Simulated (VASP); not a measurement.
A run of VASP 6.6.1:

File INCAR:

```
ALGO = Normal
EDIFF = 1E-6
EDIFFG = -0.01
ENCUT = 600
GGA = PS
IBRION = 2
ISIF = 3
ISMEAR = 0
LASPH = T
LCHARG = F
LREAL = F
LWAVE = F
NELM = 80
NSW = 80
PREC = Accurate
SIGMA = 0.1
```

The input KPOINTS:

```
k-points
0
Gamma
  12 12 8
```

POSCAR

```
HPb2
1.0
    3.5163607176      0.0000000000      0.0000000000
   -1.7581803588      3.0452577103      0.0000000000
    0.0000000000      0.0000000000      5.8929888196
Pb H
2 1
Direct
    0.3333333333      0.6666666667      0.2561282527
    0.6666666667      0.3333333333      0.7438717473
    0.0000000000      0.0000000000      0.0000000000
```

Potentials or basis: VASP PAW PBE potentials, release 64 (Pb_d, H).

Run with:

```bash
$ cat potpaw_PBE.64/Pb_d/POTCAR potpaw_PBE.64/H/POTCAR > POTCAR
$ mpirun -np 1 vasp_std > vasp.out
```

Hardware: 1 thread of Intel Xeon 8259CL, on a shared host.

**Question.** How long does it take, and how much memory?

**Answer.** Run time: 14 min on 1 thread of Intel Xeon 8259CL (shared host), peak memory 0.32 GiB. Counts: scf iterations 73, k points 131, ion steps 11.
